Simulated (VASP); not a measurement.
Runs of VASP 6.6.1 on Ag. The structure is that of space group Im-3m (No. 229), or close to it. The cells are those of the table. 

```tsv
cell	further INCAR settings	gap on the mesh (eV)	pressure (GPa)
a = 2.846, b = 2.889 Å, angles 109.5, 108.9, 109.5°, 1 atom	ALGO = Fast; EDIFF = 1e-06; NBANDS = 12	none	-7.2
a = 2.825, b = 2.911 Å, angles 109.5, 108.2, 109.5°, 1 atom	ALGO = Fast; EDIFF = 1e-06; NBANDS = 12	none	-7.1
a = 2.853, b = 2.882 Å, angles 109.5, 109.1, 109.5°, 1 atom	ALGO = Fast; EDIFF = 1e-06; NBANDS = 12	none	-7.2
a = 2.818, b = 2.918 Å, angles 109.5, 108.0, 109.5°, 1 atom	ALGO = Fast; EDIFF = 1e-06; NBANDS = 12	none	-7.0
a = 2.896, b = 2.839 Å, angles 109.5, 110.3, 109.5°, 1 atom	ALGO = Fast; EDIFF = 1e-06; NBANDS = 12	none	-7.2
a = 2.925, b = 2.811 Å, angles 109.5, 111.1, 109.5°, 1 atom	ALGO = Fast; EDIFF = 1e-06; NBANDS = 12	none	-7.0
a = 2.832, b = 2.904 Å, angles 109.5, 108.4, 109.5°, 1 atom	ALGO = Fast; EDIFF = 1e-07; NBANDS = 12	none	-7.2
a = 2.861, b = 2.875 Å, angles 109.5, 109.3, 109.5°, 1 atom	ALGO = Fast; EDIFF = 1e-07; NBANDS = 12	none	(a)
```

Alike in all rows: task single point; level PBEsol; potentials or basis VASP PAW PBE potentials, release 64 (Ag); no spin polarisation; k mesh 20 × 20 × 20; cutoff (eV) 520; smearing gaussian 0.15 eV.

Problem. Estimate the missing entries.

Solution. (a) -7.3.

Caveats: the PAW data sets were made with another functional, which shifts forces and pressure a little.

A k mesh can miss the band edges, and the runs leave out spin-orbit coupling on Ag.

A gap of «none» marks levels without a gap at the run's occupations.
